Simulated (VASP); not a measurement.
Input of a VASP 6.6.1 run:

The input INCAR:

```
SYSTEM = Al3Cl
  ALGO = Normal
  EDIFF = 1E-6
  ENCUT = 520
  GGA = PE
  ISIF = 2
  ISMEAR = 0
  LASPH = .TRUE.
  LCHARG = .FALSE.
  LREAL = .FALSE.
  LWAVE = .FALSE.
  NBANDS = 16
  NELM = 80
  PREC = Accurate
  SIGMA = 0.1
```

Contents of KPOINTS:

```
k-points
0
G
  6 6 4
  0 0 0
```

File POSCAR:

```
Al3Cl
1.0
    5.7267974247      0.0000000000      0.0000000000
   -2.8633987124      4.9595520522      0.0000000000
    0.0000000000      0.0000000000      2.9275670899
Al Cl
3 1
Direct
    0.5000000000      0.0000000000      0.5000000000
    0.0000000000      0.5000000000      0.5000000000
    0.5000000000      0.5000000000      0.5000000000
    0.0000000000      0.0000000000      0.0000000000
```

Potentials or basis: VASP PAW PBE potentials, release 64 (Al, Cl).

Run with:

```console
$ cat potpaw_PBE.64/Al/POTCAR potpaw_PBE.64/Cl/POTCAR > POTCAR
$ mpirun -np 1 vasp_std > vasp.out
```

(1) What does it give for the pressure?

(2) Estimate the band gap on the k mesh.

Results:

(1) 0.1 GPa.

(2) zero (bands 8 and 9 overlap by 1.96 eV).

Caveat: the k points lie up to 0.54 Å⁻¹ apart, too coarse for converged energies and pressures of a metal.
